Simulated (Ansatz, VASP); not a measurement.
# One calculation of Pt, two programs

```
CELL_PARAMETERS angstrom
0.19468 2.08304 2.08304
2.08304 0.19468 2.08304
2.08304 2.08304 0.19468
ATOMIC_POSITIONS crystal
Pt 0.00000 0.00000 0.00000
```

Change from the starting cell: equal engineering shear yz, xz and xy +0.1000, equal normal strain along x, y and z +0.0200.

Alike in both runs: task single point; functional LDA; k mesh 20 × 20 × 20; occupations gaussian, width 0.15 eV; no spin polarisation.

|  | VASP | Ansatz |
| --- | --- | --- |
| version | VASP 6.6.1 | Ansatz 0.2.0 |
| potentials or method | VASP PAW LDA potentials, release 64 (Pt), cutoff 520 eV | scalar-relativistic, plane waves, PAW |
| valence electrons in the cell | 10 | 18 |

VASP gave:

```
gap on the k mesh at the Fermi level (eV)                     : none
pressure (GPa)                                                : -7.0
traceless stress, the component that is largest in VASP (GPa) : -7.47
```

Question: What did Ansatz give for the same quantities?

Answer: gap on the k mesh at the Fermi level (eV): none; pressure (GPa): -7.7; traceless stress, the component that is largest in VASP (GPa): -7.23.

Ansatz warns that its potentials were made for another functional, while VASP's fit it. LDA's correlation is that of Perdew and Zunger in VASP and of Perdew and Wang (1992) in Ansatz. A gap of «none» marks a metal or a gap that the smearing closes. VASP's potentials hold 10 valence electrons a cell and Ansatz's 18, so a difference there can come from the potentials and not from the codes.

Neither program's run includes spin-orbit coupling.
